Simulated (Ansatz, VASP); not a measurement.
# One calculation of Li2LuSe2Cl, two programs

```
Li Lu Se Cl
1.0
     4.82954    0.00000    0.00000
     0.00000    4.82954    0.00000
     0.00000    0.00000    3.49111
Li Lu Se Cl
2 1 2 1
Direct
  0.00000 0.50000 0.50000
  0.50000 0.00000 0.50000
  0.50000 0.50000 0.50000
  0.00000 0.00000 0.50000
  0.00000 0.00000 0.00000
  0.50000 0.50000 0.00000
```

Alike in both runs: task relaxation of cell and atoms; functional PBE; k mesh 4 × 4 × 6; occupations gaussian, width 0.1 eV; no spin polarisation.

|  | VASP | Ansatz |
| --- | --- | --- |
| version | VASP 6.6.1 | Ansatz 0.2.0 |
| potentials or method | VASP PAW PBE potentials, release 64 (Li_sv, Lu, Se, Cl), cutoff 600 eV | scalar-relativistic, plane waves, PAW |
| valence electrons in the cell | 50 | 70 |

|  | VASP | Ansatz | Ansatz less VASP |
| --- | --- | --- | --- |
| gap on the k mesh at the Fermi level, each at its own relaxed structure (eV) | none | none | - |
| relaxed volume (Å³/atom) | 28.06 | 28.82 | +0.762 |
| relaxed cell length with the largest relative difference (Å) | 5.157 | 5.230 | +0.0738 |

A gap of «none» marks a metal or a gap that the smearing closes. VASP's potentials hold 50 valence electrons a cell and Ansatz's 70, so a difference there can come from the potentials and not from the codes.

Spin-orbit coupling is off throughout. Noted on VASP's run: the cutoff is short for stress, so the pressure is rough; the volume moved by over 15 % at a fixed basis, so the end points are rough.
